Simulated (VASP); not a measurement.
# AlFe (P4/mmm) in VASP: notebook

The runs below take AlFe through single point, with PBE.

Program: VASP 6.6.1. These are calculated values, not measurements. Logs are shortened: lines on timing, memory, paths and dates and some standing lists are left out, and cuts for length are marked.

**1. The cell of the first run**

Symmetry: P4/mmm, No. 123, tetragonal system. The conventional cell has a = 3.267 Å, b = 3.267 Å, c = 2.309 Å, α = 90.00°, β = 90.00°, γ = 90.00°. Within 3.1 Å of Al (site symmetry 4/mmm) lie 2 Al at 2.31 Å and 8 Fe at 2.58 Å. Within 3.1 Å of Fe (site symmetry 4/mmm) lie 2 Fe at 2.31 Å and 8 Al at 2.58 Å.

**2. Single point, PBE, collinear spin, ferromagnetic start**

File INCAR:

```
ALGO = Normal ; EDIFF = 1E-6
ENCUT = 520 ; GGA = PE
ISIF = 2 ; ISMEAR = 0
ISPIN = 2 ; LASPH = T
LCHARG = F ; LMAXMIX = 4
LORBIT = 11 ; LREAL = F
LWAVE = F ; MAGMOM = 0 0.85
NBANDS = 16 ; NELM = 150
PREC = Accurate ; SIGMA = 0.15
```

File KPOINTS:

```
k-points
0
Gamma
  18 18 18
```

File POSCAR:

```
AlFe
1.0
    3.2665289966      0.0000000000      0.0000000000
    0.0000000000      3.2665289966      0.0000000000
    0.0000000000      0.0000000000      2.3094360006
Al Fe
1 1
Direct
    0.0000000000      0.0000000000      0.0000000000
    0.5000000000      0.5000000000      0.5000000000
```

Potentials or basis: VASP PAW PBE potentials, release 64 (Al, Fe).

Started as:

```bash
> cat potpaw_PBE.64/Al/POTCAR potpaw_PBE.64/Fe/POTCAR > POTCAR
> mpirun -np 1 vasp_std > vasp.out
```

OUTCAR:

```text
EDIFF = 1E-6
   ENCUT = 520
   GGA = PE
   ISIF = 2
   ISMEAR = 0
   ISPIN = 2
   LASPH = T
   LORBIT = 11
   LREAL = F
   NELM = 150
   PREC = Accurate

 ion  position               nearest neighbor table
   1  0.000  0.000  0.000-   2 2.58   2 2.58   2 2.58   2 2.58   2 2.58   2 2.58   2 2.58   2 2.58

   2  0.500  0.500  0.500-   1 2.58   1 2.58   1 2.58   1 2.58   1 2.58   1 2.58   1 2.58   1 2.58

  LATTYP: Found a simple tetragonal cell.
 ALAT       =     3.2665289966
 C/A-ratio  =     0.7070000000

  Lattice vectors:

 A1 = (   3.2665289966,   0.0000000000,   0.0000000000)
 A2 = (   0.0000000000,   3.2665289966,   0.0000000000)
 A3 = (   0.0000000000,   0.0000000000,   2.3094360006)

Analysis of symmetry for initial positions (statically):
=====================================================================
 Subroutine PRICEL returns:
 Original cell was already a primitive cell.

 Routine SETGRP: Setting up the symmetry group for a
 simple tetragonal supercell.

 Subroutine GETGRP returns: Found 16 space group operations
 (whereof 16 operations were pure point group operations)
 out of a pool of 16 trial point group operations.

The static configuration has the point symmetry D_4h.

Analysis of symmetry for dynamics (positions and initial velocities):
=====================================================================
 Subroutine PRICEL returns:
 Original cell was already a primitive cell.

 Routine SETGRP: Setting up the symmetry group for a
 simple tetragonal supercell.

 Subroutine GETGRP returns: Found 16 space group operations
 (whereof 16 operations were pure point group operations)
 out of a pool of 16 trial point group operations.

The dynamic configuration has the point symmetry D_4h.

Analysis of structural, dynamic, and magnetic symmetry:
=====================================================================
 Subroutine PRICEL returns:
 Original cell was already a primitive cell.

 Routine SETGRP: Setting up the symmetry group for a
 simple tetragonal supercell.

 Subroutine GETGRP returns: Found 16 space group operations
 (whereof 16 operations were pure point group operations)
 out of a pool of 16 trial point group operations.

The overall configuration has the point symmetry D_4h.

 Subroutine INISYM returns: Found 16 space group operations
 (whereof 16 operations are pure point group operations),
 and found     1 'primitive' translations

----------------------------------------------------------------------------------------

                                     Primitive cell

  volume of cell :      24.6422

  direct lattice vectors                    reciprocal lattice vectors
     3.266528997  0.000000000  0.000000000     0.306135351  0.000000000  0.000000000
     0.000000000  3.266528997  0.000000000     0.000000000  0.306135351  0.000000000
     0.000000000  0.000000000  2.309436001     0.000000000  0.000000000  0.433006154

  length of vectors
     3.266528997  3.266528997  2.309436001     0.306135351  0.306135351  0.433006154

  position of ions in fractional coordinates (direct lattice)
     0.000000000  0.000000000  0.000000000
     0.500000000  0.500000000  0.500000000

  ion indices of the primitive-cell ions
   primitive index   ion index
                 1           1
                 2           2

----------------------------------------------------------------------------------------

 KPOINTS: k-points

Automatic generation of k-mesh.
 Grid dimensions read from file:
 generate k-points for:   18   18   18

 Generating k-lattice:

  Cartesian coordinates                     Fractional coordinates (reciprocal lattice)
     0.017007519  0.000000000  0.000000000     0.055555556  0.000000000  0.000000000
     0.000000000  0.017007519  0.000000000     0.000000000  0.055555556  0.000000000
     0.000000000  0.000000000  0.024055897     0.000000000  0.000000000  0.055555556

  Length of vectors
     0.017007519  0.017007519  0.024055897

  Shift w.r.t. Gamma in fractional coordinates (k-lattice)
     0.000000000  0.000000000  0.000000000

 Subroutine IBZKPT returns following result:
 ===========================================

 Found    550 irreducible k-points:

 Following reciprocal coordinates:
            Coordinates               Weight
  0.000000  0.000000  0.000000      1.000000
  0.055556  0.000000  0.000000      4.000000
  0.111111  0.000000  0.000000      4.000000
  0.166667  0.000000  0.000000      4.000000
  0.222222  0.000000  0.000000      4.000000
  0.277778  0.000000  0.000000      4.000000
[... 16 lines left out ...]
  0.277778  0.111111  0.000000      8.000000
  0.333333  0.111111  0.000000      8.000000
 [... further k-points ...]
   k-points           NKPTS =    550   k-points in BZ     NKDIM =    550   number of bands    NBANDS=     16
   number of dos      NEDOS =    301   number of ions     NIONS =      2
   total plane-waves  NPLWV =  10368
   dimension x,y,z NGX =    24 NGY =   24 NGZ =   18
   dimension x,y,z NGXF=    48 NGYF=   48 NGZF=   36
   ions per type =               1   1
   NGX,Y,Z   is equivalent  to a cutoff of  12.21, 12.21, 12.96 a.u.
   NGXF,Y,Z  is equivalent  to a cutoff of  24.43, 24.43, 25.91 a.u.
 SYSTEM =  unknown system
   PREC   = accura    normal or accurate (medium, high low for compatibility)
   ISTART =      0    job   : 0-new  1-cont  2-samecut
   ICHARG =      2    charge: 1-file 2-atom 10-const
   ISPIN  =      2    spin polarized calculation?
   LNONCOLLINEAR =      F non collinear calculations
   LSORBIT =      F    spin-orbit coupling
   LASPH  =      T    aspherical Exc in radial PAW
   ENCUT  =  520.0 eV  38.22 Ry    6.18 a.u.   6.07  6.07  4.29*2*pi/ulx,y,z
   NELM   =    150;   NELMIN=  2; NELMDL= -5     # of ELM steps
   EDIFF  = 0.1E-05   stopping-criterion for ELM
   LREAL  =      F    real-space projection
   EDIFFG = 0.1E-04   stopping-criterion for IOM
   NSW    =      0    number of steps for IOM
   IBRION =     -1    ionic relax: 0-MD 1-quasi-New 2-CG
   NFREE  =      0    steps in history (QN), initial steepest desc. (CG)
   ISIF   =      2    stress and relaxation
   ISYM   =      2    0-nonsym 1-usesym 2-fastsym
   POTIM  = 0.5000    time-step for ionic-motion
   TEBEG  =    0.0;   TEEND  =   0.0 temperature during run
   PSTRESS=    0.0 pullay stress
   NELECT =      11.0000    total number of electrons
   NUPDOWN=      -1.0000    fix difference up-down
   EMIN   =  10.00;   EMAX   =-10.00  energy-range for DOS
   EFERMI =   0.00;   METHOD = LEGACY
   ISMEAR =     0;   SIGMA  =   0.15  broadening in eV -4-tet -1-fermi 0-gaus
   EFERMI_NEDOS =   21; number of points for ismear=-14 and -15
   IALGO  =     38    algorithm
   IMIX   =      4    mixing-type and parameters
     AMIX     =   0.40;   BMIX     =  1.00
     AMIX_MAG =   1.60;   BMIX_MAG =  1.00
  volume/ion in A,a.u.               =      12.32        83.15
  Fermi-wavevector in a.u.,A,eV,Ry     =   1.251160  2.364349 21.298567  1.565401
  Thomas-Fermi vector in A             =   2.385120
   LORBIT       =     11    0 simple, 1 ext, 2 COOP (PROOUT), +10 PAW based schemes
   GGA     = PE    functional components
   LHFCALC =     F    Hartree Fock is set to
   AEXX    =    0.0000 exact exchange contribution
   IVDW    =     0    specifies the selected vdW correction
   LEPSILON=     F    determine dielectric tensor
   LRPA    =     F    only Hartree local field effects (RPA)
 spin polarized calculation
 Gauss-broadening in eV      SIGMA  =   0.15
  energy-cutoff  :      520.00
  volume of cell :       24.64
 maximum number of plane-waves:       681
   NGX = 13   NGY = 13   NGZ =  9

 number of electron      10.9999987 magnetization       1.7537560

 Free energy of the ion-electron system (eV)
  ---------------------------------------------------
  ext. energy  EPLUGINS =         0.00000000
  ---------------------------------------------------
  free energy    TOTEN  =       -11.76853831 eV

  energy without entropy =      -11.75036713  energy(sigma->0) =      -11.75945272

 E-fermi :   8.1274     XC(G=0): -11.9351

 val. band max:        8.1261651794   @ k =   0.5000   0.0556   0.5000
 cond. band min:       8.1279907526   @ k =   0.3333   0.1667   0.5000
 fundamental gap:      0.0018255733
 Fermi energy:         8.1274434697

 spin component 1

 k-point     1 :       0.0000    0.0000    0.0000
  band No.  band energies     occupation
      1      -2.6505      1.00000
      2       4.4744      1.00000
      3       4.4843      1.00000
      4       6.3726      1.00000
      5       7.5071      1.00000
      6       7.5071      1.00000
[... 8 lines left out ...]
     15      25.9820      0.00000
     16      31.4515      0.00000
[... 419 lines left out ...]
 k-point    24 :       0.3333    0.1111    0.0000
  band No.  band energies     occupation
      1      -0.9569      1.00000
      2       3.0579      1.00000
      3       4.6505      1.00000
      4       5.4104      1.00000
      5       7.1130      1.00000
      6       7.4041      1.00000
[... 8 lines left out ...]
     15      29.7779      0.00000
     16      32.3826      0.00000

 [... further k-points ...]

 spin component 2

 k-point     1 :       0.0000    0.0000    0.0000
  band No.  band energies     occupation
      1      -2.6192      1.00000
      2       5.5673      1.00000
      3       5.9264      1.00000
      4       7.4545      1.00000
      5       9.6227      0.00000
      6       9.6228      0.00000
[... 8 lines left out ...]
     15      26.1156      0.00000
     16      31.7126      0.00000
[... 419 lines left out ...]
 k-point    24 :       0.3333    0.1111    0.0000
  band No.  band energies     occupation
      1      -0.9419      1.00000
      2       3.3892      1.00000
      3       5.7848      1.00000
      4       6.2514      1.00000
      5       8.8002      0.00000
      6       9.4908      0.00000
[... 8 lines left out ...]
     15      29.8603      0.00000
     16      32.4520      0.00000

 [... further k-points ...]

------------------------ aborting loop because EDIFF is reached ----------------------------------------

  FORCE on cell =-STRESS in cart. coord.  units (eV):
  Direction    XX          YY          ZZ          XY          YZ          ZX
  --------------------------------------------------------------------------------------
  -------------------------------------------------------------------------------------
  Total       -1.5013218     -1.5013218      9.8452576      0.0000000      0.0000000     -0.0000000
  in kB      -97.6124957    -97.6124957    640.1160254      0.0000000      0.0000000     -0.0000000
  external PRESSURE =     148.2970113 kB  Pullay stress =       0.0000000 kB

 VOLUME and BASIS-vectors are now :
 -----------------------------------------------------------------------------
  energy-cutoff  :      520.00
  volume of cell :       24.64
      direct lattice vectors                 reciprocal lattice vectors
     3.266528997  0.000000000  0.000000000     0.306135351  0.000000000  0.000000000
     0.000000000  3.266528997  0.000000000     0.000000000  0.306135351  0.000000000
     0.000000000  0.000000000  2.309436001     0.000000000  0.000000000  0.433006154

 POSITION                                       TOTAL-FORCE (eV/Angst)
 -----------------------------------------------------------------------------------
      0.00000      0.00000      0.00000         0.000000      0.000000      0.000000
      1.63326      1.63326      1.15472         0.000000      0.000000      0.000000
 -----------------------------------------------------------------------------------
    total drift:                                0.000000     -0.000000     -0.000000

  FREE ENERGIE OF THE ION-ELECTRON SYSTEM (eV)
  ---------------------------------------------------
  free  energy   TOTEN  =       -11.7685383112 eV

  energy  without entropy=      -11.7503671306  energy(sigma->0) =      -11.75945272

 total charge

# of ion       s       p       d       tot
------------------------------------------
    1        0.423   0.460   0.000   0.883
    2        0.470   0.501   6.418   7.388
--------------------------------------------------
tot          0.893   0.961   6.418   8.271

 magnetization (x)

# of ion       s       p       d       tot
------------------------------------------
    1       -0.008  -0.025   0.000  -0.034
    2        0.020   0.019   1.773   1.812
--------------------------------------------------
tot          0.012  -0.006   1.773   1.779
```

It took 3 min on 1 thread of AMD EPYC 9R45 (Zen 5), shared host; peak memory 0.38 GiB.

Results:

| Quantity | Value |
| --- | --- |
| Free energy | -11.7685 eV |
| Pressure | 14.8 GPa |
| Net moment | 1.75 μB per cell |
| Site moments | Al -0.03; Fe +1.81 μB |
| Valence electrons inside the program's atomic spheres | Al 0.88; Fe 7.39 |

Levels at points of the mesh, in eV from the Fermi level:
Spin up:
```csv
k point,band 3,band 4,band 5,band 6,band 7,band 8,band 9,band 10
"(0.00, 0.00, 0.00)",-3.64,-1.75,-0.62,-0.62,2.00,2.00,6.09,6.91
"(0.50, 0.00, 0.00)",-3.41,-2.73,-1.33,-0.76,-0.60,6.00,6.38,7.10
"(0.50, 0.50, 0.00)",-3.90,-3.90,-1.52,-0.74,-0.74,0.04,1.25,16.13
"(0.00, 0.00, 0.50)",-3.16,-3.16,-2.31,-1.15,1.81,8.07,8.07,9.04
"(0.50, 0.00, 0.50)",-2.64,-2.33,-1.69,-0.68,-0.27,3.89,4.42,10.44
"(0.50, 0.50, 0.50)",-3.58,-1.20,0.03,2.77,2.77,2.84,3.65,4.16
```
Spin down:
```
           k point  band 2  band 3  band 4  band 5  band 6  band 7
(0.00, 0.00, 0.00)   -2.56   -2.20   -0.67    1.50    1.50    2.04
(0.50, 0.00, 0.00)   -6.60   -2.21   -1.91    0.71    1.32    1.52
(0.50, 0.50, 0.00)   -3.89   -3.89   -3.21    0.77    0.92    1.34
(0.00, 0.00, 0.50)   -3.52   -1.51   -1.51   -0.30    0.02    3.12
(0.50, 0.00, 0.50)   -2.38   -1.45   -1.31   -0.65   -0.20    1.20
(0.50, 0.50, 0.50)   -3.07   -3.07    1.14    1.48    2.87    2.87
```

Caveat: the stress differs along the axes, from -10 to 64 GPa.

**3. Single point, PBE, collinear spin, ferromagnetic start**

This run uses another cell than the first one, of the same volume but with other edges.

File INCAR:

```
  PREC = Accurate
  ENCUT = 520
  EDIFF = 1E-6
  ISMEAR = 0
  SIGMA = 0.15
  LREAL = F
  LASPH = T
  NELM = 150
  ALGO = Fast
  ISIF = 2
  LWAVE = F
  LCHARG = F
  ISPIN = 2
  MAGMOM = 0 0.85
  LORBIT = 11
  LMAXMIX = 4
  GGA = PE
  NBANDS = 16
```

File KPOINTS:

```
Automatic mesh
0
Gamma
  18 18 18
```

File POSCAR:

```
AlFe
1.0
    2.5926457827      0.0000000000      0.0000000000
    0.0000000000      2.5926457827      0.0000000000
    0.0000000000      0.0000000000      3.6660011368
Al Fe
1 1
Direct
    0.0000000000      0.0000000000      0.0000000000
    0.5000000000      0.5000000000      0.5000000000
```

Potentials or basis: VASP PAW PBE potentials, release 64 (Al, Fe).

Started as:

```bash
> cat potpaw_PBE.64/Al/POTCAR potpaw_PBE.64/Fe/POTCAR > POTCAR
> mpirun -np 1 vasp_std > vasp.out
```

OUTCAR:

```text
PREC = Accurate
   ENCUT = 520
   EDIFF = 1E-6
   ISMEAR = 0
   LREAL = F
   LASPH = T
   NELM = 150
   ISIF = 2
   ISPIN = 2
   LORBIT = 11
   GGA = PE

 ion  position               nearest neighbor table
   1  0.000  0.000  0.000-   2 2.59   2 2.59   2 2.59   2 2.59   2 2.59   2 2.59   2 2.59   2 2.59

   2  0.500  0.500  0.500-   1 2.59   1 2.59   1 2.59   1 2.59   1 2.59   1 2.59   1 2.59   1 2.59

  LATTYP: Found a simple tetragonal cell.
 ALAT       =     2.5926457827
 C/A-ratio  =     1.4140000000

  Lattice vectors:

 A1 = (   2.5926457827,   0.0000000000,   0.0000000000)
 A2 = (   0.0000000000,   2.5926457827,   0.0000000000)
 A3 = (   0.0000000000,   0.0000000000,   3.6660011368)

Analysis of symmetry for initial positions (statically):
=====================================================================
 Subroutine PRICEL returns:
 Original cell was already a primitive cell.

 Routine SETGRP: Setting up the symmetry group for a
 simple tetragonal supercell.

[... 658 lines left out ...]
      6       8.5889      0.00007
[... 435 lines left out ...]
      5       8.3851      0.02977
      6       8.6339      0.00001
[... 8 lines left out ...]
     15      26.7968      0.00000
     16      30.8572      0.00000

 [... further k-points ...]

------------------------ aborting loop because EDIFF is reached ----------------------------------------

  FORCE on cell =-STRESS in cart. coord.  units (eV):
  Direction    XX          YY          ZZ          XY          YZ          ZX
  --------------------------------------------------------------------------------------
  -------------------------------------------------------------------------------------
  Total        0.8395199      0.8395199      0.0119856      0.0000000     -0.0000000      0.0000000
  in kB       54.5836529     54.5836529      0.7792730      0.0000000     -0.0000000      0.0000000
  external PRESSURE =      36.6488596 kB  Pullay stress =       0.0000000 kB

 VOLUME and BASIS-vectors are now :
 -----------------------------------------------------------------------------
  energy-cutoff  :      520.00
  volume of cell :       24.64
      direct lattice vectors                 reciprocal lattice vectors
     2.592645783  0.000000000  0.000000000     0.385706372  0.000000000  0.000000000
     0.000000000  2.592645783  0.000000000     0.000000000  0.385706372  0.000000000
     0.000000000  0.000000000  3.666001137     0.000000000  0.000000000  0.272776784

 POSITION                                       TOTAL-FORCE (eV/Angst)
 -----------------------------------------------------------------------------------
      0.00000      0.00000      0.00000         0.000000      0.000000      0.000000
      1.29632      1.29632      1.83300         0.000000      0.000000      0.000000
 -----------------------------------------------------------------------------------
    total drift:                               -0.000000      0.000000      0.000000

  FREE ENERGIE OF THE ION-ELECTRON SYSTEM (eV)
  ---------------------------------------------------
  free  energy   TOTEN  =       -12.5122457337 eV

  energy  without entropy=      -12.4952018933  energy(sigma->0) =      -12.50372381

 total charge

# of ion       s       p       d       tot
------------------------------------------
    1        0.404   0.440   0.000   0.844
    2        0.447   0.508   6.340   7.295
--------------------------------------------------
tot          0.851   0.948   6.340   8.139

 magnetization (x)

# of ion       s       p       d       tot
------------------------------------------
    1       -0.011  -0.028   0.000  -0.039
    2        0.008   0.017   1.727   1.751
--------------------------------------------------
tot         -0.003  -0.011   1.727   1.712
```

Wall time 3.2 min (1 thread of AMD EPYC 9R45 (Zen 5), shared host); peak memory 0.39 GiB.

What came out:

- Free energy: -12.5122 eV
- Pressure: 3.7 GPa
- Net moment: 1.68 μB per cell
- Site moments: Al -0.04; Fe +1.75 μB
- Valence electrons inside the program's atomic spheres: Al 0.84; Fe 7.29

Caveat: the stress differs along the axes, from 0 to 5 GPa.
